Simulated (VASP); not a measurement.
# ZnSe (zincblende type) (F-43m) in VASP: a series of runs, part 2 of 2

VASP 6.6.1.

### Step 3. Single point, PBE

Input file INCAR:

```
SYSTEM = ZnSe
ALGO = Normal ; EDIFF = 1E-6
ENCUT = 520 ; GGA = PE
ISIF = 2 ; ISMEAR = 1
LASPH = .TRUE. ; LCHARG = .TRUE.
LELF = .TRUE. ; LREAL = .FALSE.
LVHAR = .TRUE. ; LWAVE = .FALSE.
NBANDS = 16 ; NELM = 100
PREC = Accurate ; SIGMA = 0.1
```

Input file KPOINTS:

```
k-points
0
G
  12 12 12
  0 0 0
```

Input file POSCAR:

```
ZnSe
1.0
    0.0000000000      2.8663591881      2.8663591881
    2.8663591881      0.0000000000      2.8663591881
    2.8663591881      2.8663591881      0.0000000000
Zn Se
1 1
Direct
    0.0000000000      0.0000000000      0.0000000000
    0.2500000000      0.2500000000      0.2500000000
```

Potentials or basis: VASP PAW PBE potentials, release 64 (Zn, Se).

On the command line:

```console
$ cat potpaw_PBE.64/Zn/POTCAR potpaw_PBE.64/Se/POTCAR > POTCAR
$ mpirun -np 1 vasp_std > vasp.out
```

OUTCAR:

```text
SYSTEM = ZnSe
   EDIFF = 1E-6
   ENCUT = 520
   GGA = PE
   ISIF = 2
   ISMEAR = 1
   LASPH = .TRUE.
   LREAL = .FALSE.
   NELM = 100
   PREC = Accurate

 ion  position               nearest neighbor table
   1  0.000  0.000  0.000-   2 2.48   2 2.48   2 2.48   2 2.48
   2  0.250  0.250  0.250-   1 2.48   1 2.48   1 2.48   1 2.48

  LATTYP: Found a face centered cubic cell.
 ALAT       =     5.7327183762

  Lattice vectors:

 A1 = (   0.0000000000,   2.8663591881,   2.8663591881)
 A2 = (   2.8663591881,   0.0000000000,   2.8663591881)
 A3 = (   2.8663591881,   2.8663591881,   0.0000000000)

Analysis of symmetry for initial positions (statically):
=====================================================================
 Subroutine PRICEL returns:
 Original cell was already a primitive cell.

 Routine SETGRP: Setting up the symmetry group for a
 face centered cubic supercell.

 Subroutine GETGRP returns: Found 24 space group operations
 (whereof 24 operations were pure point group operations)
 out of a pool of 48 trial point group operations.

The static configuration has the point symmetry T_d .

Analysis of symmetry for dynamics (positions and initial velocities):
=====================================================================
 Subroutine PRICEL returns:
 Original cell was already a primitive cell.

 Routine SETGRP: Setting up the symmetry group for a
 face centered cubic supercell.

 Subroutine GETGRP returns: Found 24 space group operations
 (whereof 24 operations were pure point group operations)
 out of a pool of 48 trial point group operations.

The dynamic configuration has the point symmetry T_d .

 Subroutine INISYM returns: Found 24 space group operations
 (whereof 24 operations are pure point group operations),
 and found     1 'primitive' translations

----------------------------------------------------------------------------------------

                                     Primitive cell
[... 110 lines left out ...]
     AMIX     =   0.40;   BMIX     =  1.00
     AMIX_MAG =   1.60;   BMIX_MAG =  1.00
  volume/ion in A,a.u.               =      23.55       158.92
  Fermi-wavevector in a.u.,A,eV,Ry     =   1.188024  2.245039 19.203263  1.411400
  Thomas-Fermi vector in A             =   2.324162
   LORBIT       =      0    0 simple, 1 ext, 2 COOP (PROOUT), +10 PAW based schemes
   GGA     = PE    functional components
   LHFCALC =     F    Hartree Fock is set to
   AEXX    =    0.0000 exact exchange contribution
   IVDW    =     0    specifies the selected vdW correction
   LEPSILON=     F    determine dielectric tensor
   LRPA    =     F    only Hartree local field effects (RPA)
 non-spin polarized calculation
 Methfessel and Paxton  Order N= 1 SIGMA  =   0.10
  energy-cutoff  :      520.00
  volume of cell :       47.10
 maximum number of plane-waves:      1303
   NGX = 15   NGY = 15   NGZ = 15

 number of electron      18.0000017 magnetization

 Free energy of the ion-electron system (eV)
  ---------------------------------------------------
  ext. energy  EPLUGINS =         0.00000000
  ---------------------------------------------------
  free energy    TOTEN  =        -6.03313167 eV

  energy without entropy =       -6.03328882  energy(sigma->0) =       -6.03318405

 E-fermi :   1.3537     XC(G=0):  -9.1663

 val. band max:        1.3245768983   @ k =   0.0000   0.0000   0.0000
 cond. band min:       2.4786587596   @ k =   0.0000   0.0000   0.0000
 fundamental gap:      1.1540818613
 Fermi energy:         1.3536973646

 k-point     1 :       0.0000    0.0000    0.0000
  band No.  band energies     occupation
      1     -11.7208      2.00000
      2      -5.1020      2.00000
      3      -5.1020      2.00000
      4      -5.1020      2.00000
      5      -4.7625      2.00000
      6      -4.7625      2.00000
[... 433 lines left out ...]
      3      -4.9882      2.00000
      4      -4.7777      2.00000
      5      -4.7525      2.00000
      6      -4.6012      2.00000
[... 8 lines left out ...]
     15      12.9849      0.00000
     16      13.8258      0.00000

 [... further k-points ...]

------------------------ aborting loop because EDIFF is reached ----------------------------------------

  FORCE on cell =-STRESS in cart. coord.  units (eV):
  Direction    XX          YY          ZZ          XY          YZ          ZX
  --------------------------------------------------------------------------------------
  -------------------------------------------------------------------------------------
  Total        0.0633270      0.0633270      0.0633270      0.0000000      0.0000000     -0.0000000
  in kB        2.1541582      2.1541582      2.1541582      0.0000000      0.0000000     -0.0000000
  external PRESSURE =       2.1541582 kB  Pullay stress =       0.0000000 kB

 VOLUME and BASIS-vectors are now :
 -----------------------------------------------------------------------------
  energy-cutoff  :      520.00
  volume of cell :       47.10
      direct lattice vectors                 reciprocal lattice vectors
     0.000000000  2.866359188  2.866359188    -0.174437315  0.174437315  0.174437315
     2.866359188  0.000000000  2.866359188     0.174437315 -0.174437315  0.174437315
     2.866359188  2.866359188  0.000000000     0.174437315  0.174437315 -0.174437315

 POSITION                                       TOTAL-FORCE (eV/Angst)
 -----------------------------------------------------------------------------------
      0.00000      0.00000      0.00000         0.000000      0.000000      0.000000
      1.43318      1.43318      1.43318        -0.000000     -0.000000     -0.000000
 -----------------------------------------------------------------------------------
    total drift:                               -0.000001     -0.000001     -0.000001

  FREE ENERGIE OF THE ION-ELECTRON SYSTEM (eV)
  ---------------------------------------------------
  free  energy   TOTEN  =        -6.0331316702 eV

  energy  without entropy=       -6.0332888181  energy(sigma->0) =       -6.03318405
```

OSZICAR:

```text
N       E                     dE             d eps       ncg     rms          rms(c)
DAV:   1     0.863725969353E+02    0.86373E+02   -0.87207E+03  2304   0.127E+03
DAV:   2    -0.847321323509E+00   -0.87220E+02   -0.81670E+02  2560   0.249E+02
DAV:   3    -0.627874472939E+01   -0.54314E+01   -0.54088E+01  2864   0.609E+01
DAV:   4    -0.632232387237E+01   -0.43579E-01   -0.43574E-01  2744   0.581E+00
DAV:   5    -0.632252998342E+01   -0.20611E-03   -0.20611E-03  2944   0.362E-01    0.447E+00
DAV:   6    -0.605107903733E+01    0.27145E+00   -0.53334E-01  3376   0.232E+01    0.343E+00
DAV:   7    -0.603291880062E+01    0.18160E-01   -0.14925E-01  2616   0.341E+00    0.147E+00
DAV:   8    -0.603276818433E+01    0.15062E-03   -0.42379E-03  3056   0.613E-01    0.435E-01
DAV:   9    -0.603302739343E+01   -0.25921E-03   -0.10524E-03  2704   0.243E-01    0.676E-02
DAV:  10    -0.603312789935E+01   -0.10051E-03   -0.15175E-04  3000   0.927E-02    0.173E-02
DAV:  11    -0.603313034859E+01   -0.24492E-05   -0.28093E-05  2648   0.427E-02    0.493E-03
DAV:  12    -0.603313158361E+01   -0.12350E-05   -0.36520E-06  3120   0.127E-02    0.327E-03
DAV:  13    -0.603313167022E+01   -0.86616E-07   -0.58592E-07  2184   0.597E-03
   1 F= -.60331317E+01 E0= -.60331841E+01  d E =0.157148E-03
```

It took 24 s on 1 thread of Intel Xeon 6975P-C (Granite Rapids), shared host; peak memory 0.2 GiB.

Results:

* Free energy: -6.0331 eV
* Pressure: 0.2 GPa
* Band gap on the k mesh: 1.15 eV

### Step 4. Single point, PBE

This run uses another cell than the first one: it holds 4 atoms, not 2.

Input file INCAR:

```
PREC = Accurate
ENCUT = 520
EDIFF = 1E-6
ISMEAR = -1
SIGMA = 0.02
LREAL = False
LASPH = True
NELM = 80
ALGO = Normal
ISIF = 2
LWAVE = False
LCHARG = False
GGA = PE
NBANDS = 26
```

Input file KPOINTS:

```
regular mesh
0
Gamma
  6 5 6
```

Input file POSCAR:

```
ZnSe
1.0
   -2.8663503068      2.8663503068      0.0000000000
    0.0000000000      0.0000000000      5.7327006135
    2.8663503068      2.8663503068      0.0000000000
Zn Se
2 2
Direct
    0.0000000000      0.0000000000      0.0000000000
    0.5000000000      0.5000000000      0.5000000000
    0.0000000000      0.2500000000      0.5000000000
    0.5000000000      0.7500000000      0.0000000000
```

On the command line:

```console
$ cat potpaw_PBE.64/Zn/POTCAR potpaw_PBE.64/Se/POTCAR > POTCAR
$ mpirun -np 1 vasp_std > vasp.out
```

It took 34 s on 1 thread of Intel Xeon 6975P-C (Granite Rapids), shared host; peak memory 0.22 GiB.

Results (log left out):

* Free energy: -12.0623 eV
* Pressure: 0.2 GPa
* Band gap on the k mesh: 1.15 eV

Levels at points of the mesh, in eV from the valence-band top:
```csv
k point,band 14,band 15,band 16,band 17,band 18,band 19,band 20,band 21,band 22,band 23
"(0.00, 0.00, 0.00)",-2.07,-2.07,0.00,0.00,0.00,1.15,3.06,3.46,5.81,5.81
"(0.50, 0.00, 0.00)",-4.02,-2.41,-2.41,-0.86,-0.86,4.05,4.05,6.34,6.34,6.74
"(0.50, 0.00, 0.50)",-4.61,-2.07,-2.07,-2.07,-2.07,3.06,3.06,3.46,3.46,10.49
```

### Step 5. Relaxation of cell and atoms, PBE

This run uses another cell than the first one, of 23.88 Å³/atom.

Input file INCAR:

```
SYSTEM = ZnSe
PREC     = Accurate       ! precision mode
ENCUT    = 600            ! plane-wave cutoff, eV
EDIFF    = 1E-7           ! SCF threshold, eV
ISMEAR   = 1              ! smearing method
SIGMA    = 0.1            ! smearing width, eV
LREAL    = .False.        ! projectors in reciprocal space
LASPH    = .True.         ! aspherical terms in the spheres
NELM     = 80             ! most SCF steps
ALGO     = Normal         ! electronic algorithm
ISIF     = 3              ! what is computed and relaxed
LWAVE    = .False.        ! write WAVECAR
LCHARG   = .False.        ! write CHGCAR
GGA      = PE             ! functional
IBRION   = 2              ! ionic algorithm
NSW      = 60             ! ionic steps
EDIFFG   = -0.005         ! ionic threshold
```

Input file KPOINTS:

```
Automatic mesh
0
Gamma
  12 12 12
  0 0 0
```

Input file POSCAR:

```
ZnSe
1.0
    0.0000000000      2.8798249876      2.8798249876
    2.8798249876      0.0000000000      2.8798249876
    2.8798249876      2.8798249876      0.0000000000
Zn Se
1 1
Direct
    0.0000000000      0.0000000000      0.0000000000
    0.2500000000      0.2500000000      0.2500000000
```

On the command line:

```console
$ cat potpaw_PBE.64/Zn/POTCAR potpaw_PBE.64/Se/POTCAR > POTCAR
$ mpirun -np 1 vasp_std > vasp.out
```

It took 55 s on 1 thread of Intel Xeon 6975P-C (Granite Rapids), shared host; peak memory 0.24 GiB.

It converged, with:

```
Free energy                           : -6.0331 eV
Relaxed volume                        : 23.63 Å³/atom
Relaxed cell                          : a = 4.058 Å, b = 4.058 Å, c = 4.058 Å, α = 60.00°, β = 60.00°, γ = 60.00°
Space group after relaxing (to 0.1 Å) : F-43m (No. 216)
Energy gained by relaxing             : 0.5 meV/atom
Ionic steps                           : 3
Pressure after relaxing               : 0.0 GPa
Band gap on the k mesh                : 1.14 eV
```

The path:
```
step  energy change (eV)  largest force (eV/Å)  pressure (GPa)  volume (Å³)
   1              0.0000                0.0000           -0.58        47.77
   2             -0.0009                0.0000            0.11        47.17
   3             -0.0010                0.0000            0.02        47.25
```

Final structure:
```yaml
crystal:
  lattice:
    - [0.00000, 2.86942, 2.86942]
    - [2.86942, 0.00000, 2.86942]
    - [2.86942, 2.86942, 0.00000]
  atoms:
    - { symbol: Zn, position: [0.00000, 0.00000, 0.00000] }
    - { symbol: Se, position: [0.25000, 0.25000, 0.25000] }
```

Levels at points of the mesh, in eV from the valence-band top:
| k point | band 6 | band 7 | band 8 | band 9 | band 10 | band 11 | band 12 | band 13 |
| --- | --- | --- | --- | --- | --- | --- | --- | --- |
| (0.00, 0.00, 0.00) | -6.08 | 0.00 | 0.00 | 0.00 | 1.14 | 5.81 | 5.81 | 5.81 |
| (0.50, 0.00, 0.00) | -5.93 | -4.99 | -0.81 | -0.81 | 2.48 | 6.39 | 6.39 | 8.47 |
| (0.50, 0.50, 0.00) | -5.91 | -4.59 | -2.05 | -2.05 | 3.07 | 3.46 | 10.47 | 10.99 |

### Step 6. The runs side by side

```tsv
task	cell	k mesh	cutoff (eV)	smearing	gap on the mesh (eV)	pressure (GPa)
single point	a = 4.054 Å, angles 60.0°, 2 atoms, atomic positions A	10 × 10 × 10	520	fermi-dirac 0.02 eV	1.15	0.2
single point	a = 4.054 Å, angles 60.0°, 2 atoms, atomic positions A	12 × 12 × 12	520	methfessel-paxton 0.1 eV	1.15	0.2
single point	a = 4.054, b = 5.733 Å, 4 atoms, atomic positions B	6 × 5 × 6	520	fermi-dirac 0.02 eV	1.15	0.2
relaxation of cell and atoms	relaxed from a = 4.073 Å, angles 60.0°, 2 atoms, atomic positions A	12 × 12 × 12	600	methfessel-paxton 0.1 eV	1.14	0.0
```

Alike in all rows: level PBE; potentials or basis VASP PAW PBE potentials, release 64 (Zn, Se); no spin polarisation.

Absolute energies hang on the potentials; compare differences alone.
